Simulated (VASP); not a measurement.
# AlGaN2 (P-4m2) in VASP: single point with r2SCAN

Aim: the single point of AlGaN2 with r2SCAN.

Program: VASP 6.6.1. These are calculated values, not measurements. Logs are shortened: lines on timing, memory, paths and dates and some standing lists are left out, and cuts for length are marked.

### Step 1. The cell of the first run

The structure is tetragonal, space group P-4m2 (No. 115). The conventional cell has a = 3.109 Å, b = 3.109 Å, c = 4.424 Å, α = 90.00°, β = 90.00°, γ = 90.00°. Within 2.5 Å of Al (site symmetry -4m2) lie 4 N at 1.88 Å. Ga (site symmetry -4m2) has 4 N at 1.94 Å within 2.6 Å. Within 2.5 Å of N (site symmetry 2mm) lie 2 Al at 1.88 Å and 2 Ga at 1.94 Å.

### Step 2. Single point, r2SCAN (strain -0.0100 x Voigt [1, 1, 0, 0, 0, 0])

The input, POSCAR:

```
AlGaN2
1.0
    3.1094682782      0.0000000000      0.0000000000
    0.0000000000      3.1094682782      0.0000000000
    0.0000000000      0.0000000000      4.4238379400
Al Ga N
1 1 2
Direct
    0.5000000000      0.5000000000      0.5000000000
    0.0000000000      0.0000000000      0.0000000000
    0.5000000000      0.0000000000      0.7382648100
    0.0000000000      0.5000000000      0.2617351900
```

The input, INCAR.step1:

```
PREC = Accurate
ENCUT = 1460
ISMEAR = 0
SIGMA = 0.05
LREAL = F
LASPH = T
NELM = 120
NBANDS = 21
GGA = PE
ALGO = Normal
EDIFF = 1E-5
LWAVE = T
LCHARG = F
GGA_COMPAT = F
```

The input, INCAR.step2:

```
PREC = Accurate
ENCUT = 1460
EDIFF = 1E-6
ISMEAR = 0
SIGMA = 0.05
LREAL = F
LASPH = T
NELM = 120
ALGO = Normal
ISIF = 2
LWAVE = F
LCHARG = T
METAGGA = R2SCAN
LMIXTAU = T
LELF = T
LVHAR = T
NBANDS = 21
ISTART = 1
GGA_COMPAT = F
```

The input, KPOINTS:

```
regular mesh
0
Gamma
  8 8 6
```

Potentials or basis: VASP PAW PBE potentials, release 64 (Al, Ga_d, N_h).

On the command line:

```
$ cat potpaw_PBE.64/Al/POTCAR potpaw_PBE.64/Ga_d/POTCAR potpaw_PBE.64/N_h/POTCAR > POTCAR
$ cp INCAR.step1 INCAR
$ mpirun -np 1 vasp_std > vasp.out
$ cp INCAR.step2 INCAR
$ mpirun -np 1 vasp_std > vasp.out
```

OUTCAR:

```text
PREC = Accurate
   ENCUT = 1460
   EDIFF = 1E-6
   ISMEAR = 0
   LREAL = F
   LASPH = T
   NELM = 120
   ISIF = 2
   METAGGA = R2SCAN
   ISTART = 1

 ion  position               nearest neighbor table
   1  0.500  0.500  0.500-   3 1.88   4 1.88   3 1.88   4 1.88   2 3.12   2 3.12   2 3.12   2 3.12
                             2 3.12   2 3.12   2 3.12   2 3.12
   2  0.000  0.000  0.000-   3 1.94   4 1.94   4 1.94   3 1.94   1 3.12   1 3.12   1 3.12   1 3.12
                             1 3.12   1 3.12   1 3.12   1 3.12
   3  0.500  0.000  0.738-   1 1.88   1 1.88   2 1.94   2 1.94
   4  0.000  0.500  0.262-   1 1.88   1 1.88   2 1.94   2 1.94

  LATTYP: Found a simple tetragonal cell.
 ALAT       =     3.1094682782
 C/A-ratio  =     1.4226991705

  Lattice vectors:

 A1 = (   3.1094682782,   0.0000000000,   0.0000000000)
 A2 = (   0.0000000000,   3.1094682782,   0.0000000000)
 A3 = (   0.0000000000,   0.0000000000,   4.4238379400)

Analysis of symmetry for initial positions (statically):
=====================================================================
 Subroutine PRICEL returns:
 Original cell was already a primitive cell.

 Routine SETGRP: Setting up the symmetry group for a
 simple tetragonal supercell.

 Subroutine GETGRP returns: Found  8 space group operations
 (whereof  8 operations were pure point group operations)
 out of a pool of 16 trial point group operations.

The static configuration has the point symmetry D_2d.

Analysis of symmetry for dynamics (positions and initial velocities):
=====================================================================
 Subroutine PRICEL returns:
 Original cell was already a primitive cell.

 Routine SETGRP: Setting up the symmetry group for a
 simple tetragonal supercell.

 Subroutine GETGRP returns: Found  8 space group operations
 (whereof  8 operations were pure point group operations)
 out of a pool of 16 trial point group operations.

The dynamic configuration has the point symmetry D_2d.

 Subroutine INISYM returns: Found  8 space group operations
 (whereof  8 operations are pure point group operations),
 and found     1 'primitive' translations

----------------------------------------------------------------------------------------

                                     Primitive cell

  volume of cell :      42.7732

  direct lattice vectors                    reciprocal lattice vectors
     3.109468278  0.000000000  0.000000000     0.321598393  0.000000000  0.000000000
     0.000000000  3.109468278  0.000000000     0.000000000  0.321598393  0.000000000
     0.000000000  0.000000000  4.423837940     0.000000000  0.000000000  0.226048064

  length of vectors
     3.109468278  3.109468278  4.423837940     0.321598393  0.321598393  0.226048064

  position of ions in fractional coordinates (direct lattice)
     0.500000000  0.500000000  0.500000000
     0.000000000  0.000000000  0.000000000
     0.500000000  0.000000000  0.738264810
     0.000000000  0.500000000  0.261735190

  ion indices of the primitive-cell ions
   primitive index   ion index
                 1           1
                 2           2
                 3           3
                 4           4

----------------------------------------------------------------------------------------

 KPOINTS: regular mesh

Automatic generation of k-mesh.
 Grid dimensions read from file:
 generate k-points for:    8    8    6

 Generating k-lattice:

  Cartesian coordinates                     Fractional coordinates (reciprocal lattice)
     0.040199799  0.000000000  0.000000000     0.125000000  0.000000000  0.000000000
     0.000000000  0.040199799  0.000000000     0.000000000  0.125000000  0.000000000
     0.000000000  0.000000000  0.037674677     0.000000000  0.000000000  0.166666667

  Length of vectors
     0.040199799  0.040199799  0.037674677

  Shift w.r.t. Gamma in fractional coordinates (k-lattice)
     0.000000000  0.000000000  0.000000000

 Subroutine IBZKPT returns following result:
 ===========================================

 Found     60 irreducible k-points:

 Following reciprocal coordinates:
            Coordinates               Weight
  0.000000  0.000000  0.000000      1.000000
  0.125000  0.000000  0.000000      4.000000
  0.250000  0.000000  0.000000      4.000000
  0.375000  0.000000  0.000000      4.000000
  0.500000  0.000000  0.000000      2.000000
  0.125000  0.125000  0.000000      4.000000
[... 16 lines left out ...]
  0.375000  0.125000  0.166667     16.000000
  0.500000  0.125000  0.166667      8.000000
 [... further k-points ...]
   k-points           NKPTS =     60   k-points in BZ     NKDIM =     60   number of bands    NBANDS=     21
   number of dos      NEDOS =    301   number of ions     NIONS =      4
   total plane-waves  NPLWV =  89600
   dimension x,y,z NGX =    40 NGY =   40 NGZ =   56
   dimension x,y,z NGXF=    80 NGYF=   80 NGZF=  112
   ions per type =               1   1   2
   NGX,Y,Z   is equivalent  to a cutoff of  21.39, 21.39, 21.04 a.u.
   NGXF,Y,Z  is equivalent  to a cutoff of  42.77, 42.77, 42.09 a.u.
 SYSTEM =  unknown system
   PREC   = accura    normal or accurate (medium, high low for compatibility)
   ISTART =      1    job   : 0-new  1-cont  2-samecut
   ICHARG =      0    charge: 1-file 2-atom 10-const
   ISPIN  =      1    spin polarized calculation?
   LNONCOLLINEAR =      F non collinear calculations
   LSORBIT =      F    spin-orbit coupling
   LASPH  =      T    aspherical Exc in radial PAW
   ENCUT  = 1460.0 eV 107.31 Ry   10.36 a.u.   9.69  9.69 13.78*2*pi/ulx,y,z
   NELM   =    120;   NELMIN=  2; NELMDL=  0     # of ELM steps
   EDIFF  = 0.1E-05   stopping-criterion for ELM
   LREAL  =      F    real-space projection
   EDIFFG = 0.1E-04   stopping-criterion for IOM
   NSW    =      0    number of steps for IOM
   IBRION =     -1    ionic relax: 0-MD 1-quasi-New 2-CG
   NFREE  =      0    steps in history (QN), initial steepest desc. (CG)
   ISIF   =      2    stress and relaxation
   ISYM   =      2    0-nonsym 1-usesym 2-fastsym
   POTIM  = 0.5000    time-step for ionic-motion
   TEBEG  =    0.0;   TEEND  =   0.0 temperature during run
   PSTRESS=    0.0 pullay stress
   NELECT =      26.0000    total number of electrons
   NUPDOWN=      -1.0000    fix difference up-down
   EMIN   =  10.00;   EMAX   =-10.00  energy-range for DOS
   EFERMI =   0.00;   METHOD = LEGACY
   ISMEAR =     0;   SIGMA  =   0.05  broadening in eV -4-tet -1-fermi 0-gaus
   EFERMI_NEDOS =   21; number of points for ismear=-14 and -15
   IALGO  =     38    algorithm
   IMIX   =      4    mixing-type and parameters
     AMIX     =   0.40;   BMIX     =  1.00
     AMIX_MAG =   1.60;   BMIX_MAG =  1.00
  volume/ion in A,a.u.               =      10.69        72.16
  Fermi-wavevector in a.u.,A,eV,Ry     =   1.386784  2.620642 26.166311  1.923170
  Thomas-Fermi vector in A             =   2.511067
   LORBIT       =      0    0 simple, 1 ext, 2 COOP (PROOUT), +10 PAW based schemes
   METAGGA = R2SCAN    functional components
   LHFCALC =     F    Hartree Fock is set to
   AEXX    =    0.0000 exact exchange contribution
   IVDW    =     0    specifies the selected vdW correction
   LEPSILON=     F    determine dielectric tensor
   LRPA    =     F    only Hartree local field effects (RPA)
 non-spin polarized calculation
 Gauss-broadening in eV      SIGMA  =   0.05
  energy-cutoff  :     1460.00
  volume of cell :       42.77
 maximum number of plane-waves:      5463
 NGX is ok and might be reduce to    40
   NGX = 19   NGY = 19   NGZ = 27

 number of electron      26.0000001 magnetization

 Free energy of the ion-electron system (eV)
  ---------------------------------------------------
  ext. energy  EPLUGINS =         0.00000000
  ---------------------------------------------------
  free energy    TOTEN  =       -41.06484100 eV

  energy without entropy =      -41.06484100  energy(sigma->0) =      -41.06484100

 E-fermi :   6.2249     XC(G=0): -12.1656

 val. band max:        5.9145728569   @ k =   0.0000   0.0000   0.0000
 cond. band min:       9.4138650905   @ k =   0.0000   0.0000   0.0000
 fundamental gap:      3.4992922336
 Fermi energy:         6.2249355395

 k-point     1 :       0.0000    0.0000    0.0000
  band No.  band energies     occupation
      1     -10.5325      2.00000
      2      -8.8632      2.00000
      3      -7.4206      2.00000
      4      -7.4206      2.00000
      5      -7.3487      2.00000
      6      -7.1862      2.00000
[... 13 lines left out ...]
     20      19.7980      0.00000
     21      22.2462      0.00000

 k-point     2 :       0.1250    0.0000    0.0000
  band No.  band energies     occupation
      1     -10.3944      2.00000
      2      -8.8650      2.00000
      3      -7.4309      2.00000
      4      -7.4176      2.00000
      5      -7.3240      2.00000
      6      -7.1984      2.00000
[... 13 lines left out ...]
     20      19.5941      0.00000
     21      21.7177      0.00000

 k-point     3 :       0.2500    0.0000    0.0000
  band No.  band energies     occupation
      1     -10.0220      2.00000
      2      -8.8859      2.00000
      3      -7.4193      2.00000
      4      -7.4103      2.00000
      5      -7.2475      2.00000
      6      -7.2277      2.00000
[... 13 lines left out ...]
     20      19.0236      0.00000
     21      20.5439      0.00000

 k-point     4 :       0.3750    0.0000    0.0000
  band No.  band energies     occupation
      1      -9.5523      2.00000
      2      -8.9618      2.00000
      3      -7.4029      2.00000
      4      -7.3704      2.00000
      5      -7.2568      2.00000
      6      -7.0682      2.00000
[... 13 lines left out ...]
     20      18.7859      0.00000
     21      19.5122      0.00000

 k-point     5 :       0.5000    0.0000    0.0000
  band No.  band energies     occupation
      1      -9.2326      2.00000
      2      -9.1023      2.00000
      3      -7.3997      2.00000
      4      -7.3451      2.00000
      5      -7.2688      2.00000
      6      -6.8089      2.00000
[... 13 lines left out ...]
     20      18.8765      0.00000
     21      18.9671      0.00000

 k-point     6 :       0.1250    0.1250    0.0000
  band No.  band energies     occupation
      1     -10.2609      2.00000
      2      -8.8631      2.00000
      3      -7.4370      2.00000
      4      -7.4097      2.00000
      5      -7.3028      2.00000
      6      -7.2102      2.00000
[... 13 lines left out ...]
     20      19.3775      0.00000
     21      20.3655      0.00000

 k-point     7 :       0.2500    0.1250    0.0000
  band No.  band energies     occupation
      1      -9.9039      2.00000
      2      -8.8739      2.00000
      3      -7.4300      2.00000
      4      -7.3810      2.00000
      5      -7.2574      2.00000
      6      -7.2104      2.00000
[... 13 lines left out ...]
     20      19.0205      0.00000
     21      19.5897      0.00000
[... 291 lines left out ...]
      1      -9.2400      2.00000
      2      -9.0803      2.00000
      3      -7.4011      2.00000
      4      -7.3309      2.00000
      5      -7.2686      2.00000
      6      -6.8072      2.00000
[... 13 lines left out ...]
     20      18.2784      0.00000
     21      18.6756      0.00000

 k-point    21 :       0.1250    0.1250    0.1667
  band No.  band energies     occupation
      1     -10.1542      2.00000
      2      -8.9139      2.00000
      3      -7.4424      2.00000
      4      -7.3995      2.00000
      5      -7.3022      2.00000
      6      -7.2101      2.00000
[... 13 lines left out ...]
     20      18.9146      0.00000
     21      20.6009      0.00000

 k-point    22 :       0.2500    0.1250    0.1667
  band No.  band energies     occupation
      1      -9.8214      2.00000
      2      -8.9093      2.00000
      3      -7.4324      2.00000
      4      -7.3629      2.00000
      5      -7.2564      2.00000
      6      -7.2070      2.00000
[... 13 lines left out ...]
     20      19.0108      0.00000
     21      19.8019      0.00000

 k-point    23 :       0.3750    0.1250    0.1667
  band No.  band energies     occupation
      1      -9.4232      2.00000
      2      -8.9486      2.00000
      3      -7.4121      2.00000
      4      -7.3198      2.00000
      5      -7.2789      2.00000
      6      -7.0017      2.00000
[... 13 lines left out ...]
     20      19.0554      0.00000
     21      19.4276      0.00000

 k-point    24 :       0.5000    0.1250    0.1667
  band No.  band energies     occupation
      1      -9.1839      2.00000
      2      -9.0329      2.00000
      3      -7.4046      2.00000
      4      -7.3009      2.00000
      5      -7.2927      2.00000
      6      -6.7391      2.00000
[... 13 lines left out ...]
     20      19.1051      0.00000
     21      19.1995      0.00000

 [... further k-points ...]
[... 5 lines left out ...]
  --------------------------------------------------------------------------------------
  -------------------------------------------------------------------------------------
  Total        1.2290211      1.2290211      0.8593354      0.0000000      0.0000000      0.0000000
  in kB       46.0360910     46.0360910     32.1885808      0.0000000      0.0000000      0.0000000
  external PRESSURE =      41.4202543 kB  Pullay stress =       0.0000000 kB

 VOLUME and BASIS-vectors are now :
 -----------------------------------------------------------------------------
  energy-cutoff  :     1460.00
  volume of cell :       42.77
      direct lattice vectors                 reciprocal lattice vectors
     3.109468278  0.000000000  0.000000000     0.321598393  0.000000000  0.000000000
     0.000000000  3.109468278  0.000000000     0.000000000  0.321598393  0.000000000
     0.000000000  0.000000000  4.423837940     0.000000000  0.000000000  0.226048064

 POSITION                                       TOTAL-FORCE (eV/Angst)
 -----------------------------------------------------------------------------------
      1.55473      1.55473      2.21192         0.000000     -0.000000      0.000000
      0.00000      0.00000      0.00000         0.000000      0.000000      0.000000
      1.55473      0.00000      3.26596         0.000000      0.000000      0.017760
      0.00000      1.55473      1.15787         0.000000      0.000000     -0.017760
 -----------------------------------------------------------------------------------
    total drift:                                0.000000      0.000000      0.000000

  FREE ENERGIE OF THE ION-ELECTRON SYSTEM (eV)
  ---------------------------------------------------
  free  energy   TOTEN  =       -41.0648410039 eV

  energy  without entropy=      -41.0648410039  energy(sigma->0) =      -41.06484100
```

It took 19 min on 1 thread of Intel Xeon Platinum 8259CL at 2.50GHz (Skylake/Cascade Lake), shared host; peak memory 0.5 GiB.

What came out:

- Free energy: -41.0648 eV
- Pressure: 4.1 GPa
- Largest force: 0.018 eV/Å
- Band gap on the k mesh: 3.50 eV

Forces in eV/Å, atoms in the order of the input:
```
Al   0.000  0.000  0.000
Ga   0.000  0.000  0.000
N    0.000  0.000  0.018
N    0.000  0.000 -0.018
```

Caveat: the cell differs from its parent crystal (strain -0.0100 x Voigt [1, 1, 0, 0, 0, 0]); the cell stands under pressure; the PAW data sets were made with another functional, which shifts forces and pressure a little. A k mesh can miss the band edges.
